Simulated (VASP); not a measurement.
Input of a VASP 6.6.1 run:

File INCAR:

```
  PREC = Accurate
  ENCUT = 520
  EDIFF = 1E-7
  ISMEAR = 0
  SIGMA = 0.1
  LREAL = F
  LASPH = T
  NELM = 100
  ALGO = Normal
  ISIF = 2
  LWAVE = F
  LCHARG = T
  GGA = PS
  LELF = T
  LVHAR = T
  NBANDS = 18
```

KPOINTS

```
regular mesh
0
Gamma
  6 6 6
```

Contents of POSCAR:

```
Be
1.0
    2.9912142559      1.7269783558      2.0949349250
   -2.9912142559      1.7269783558      2.0949349250
    0.0000000000     -3.4539567117      2.0949349250
Be
8
Direct
    0.0000000000      0.0000000000      0.0000000000
    0.5000000000      0.5000000000      0.5000000000
    0.9449178325      0.2500000000      0.5550821675
    0.5550821675      0.9449178325      0.2500000000
    0.4449178325      0.0550821675      0.7500000000
    0.0550821675      0.7500000000      0.4449178325
    0.2500000000      0.5550821675      0.9449178325
    0.7500000000      0.4449178325      0.0550821675
```

Potentials or basis: VASP PAW PBE potentials, release 64 (Be).

Run with:

```bash
$ cat potpaw_PBE.64/Be/POTCAR > POTCAR
$ mpirun -np 1 vasp_std > vasp.out
```

(1) What does it give for the largest force?

(2) Predict the pressure.

(3) Predict the band gap on the k mesh.

## Answers

(1) 0.016 eV/Å.

(2) 0.3 GPa.

(3) zero (band 8 reaches 7.43 eV, above the bottom of band 9 at 5.48 eV).

Caveat: the PAW data sets were made with another functional, which shifts forces and pressure a little.
